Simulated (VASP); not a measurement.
Runs of VASP 6.6.1 on Ti2Ga. Symmetry: P6_3/mmc, No. 194, hexagonal system. The conventional cell has a = 4.510 Å, b = 4.510 Å, c = 5.500 Å, α = 90.00°, β = 90.00°, γ = 120.00°. Within 3.4 Å of Ti (site symmetry -6m2) lie 5 Ga at 2.60 to 2.75 Å and 6 Ti at 2.94 Å. Ti (site symmetry -3m) has 8 Ti at 2.75 to 2.94 Å and 6 Ga at 2.94 Å within 3.6 Å. Ga (site symmetry -6m2) has 11 Ti at 2.60 to 2.94 Å within 3.4 Å. 

| k mesh | gap on the mesh (eV) | pressure (GPa) |
| --- | --- | --- |
| 4 × 4 × 3 | none | -8.3 |
| 7 × 7 × 5 | none | -8.3 |
| 5 × 5 × 4 | none | (a) |
| 3 × 3 × 2 | none | -8.5 |
| 6 × 6 × 4 | none | -8.3 |
| 2 × 2 × 2 | none | -7.0 |

Alike in all rows: task single point; level LDA; potentials or basis VASP PAW LDA potentials, release 64 (Ti_sv, Ga_d); no spin polarisation; cell as given; cutoff (eV) 520; smearing methfessel-paxton 0.05 eV.

Problem. Fill in the values left out.

Solution. (a) -8.4.

Caveats: some runs use coarse meshes.

A k mesh can miss the band edges, and the runs leave out spin-orbit coupling on Ga.

A gap of «none» marks levels without a gap at the run's occupations.
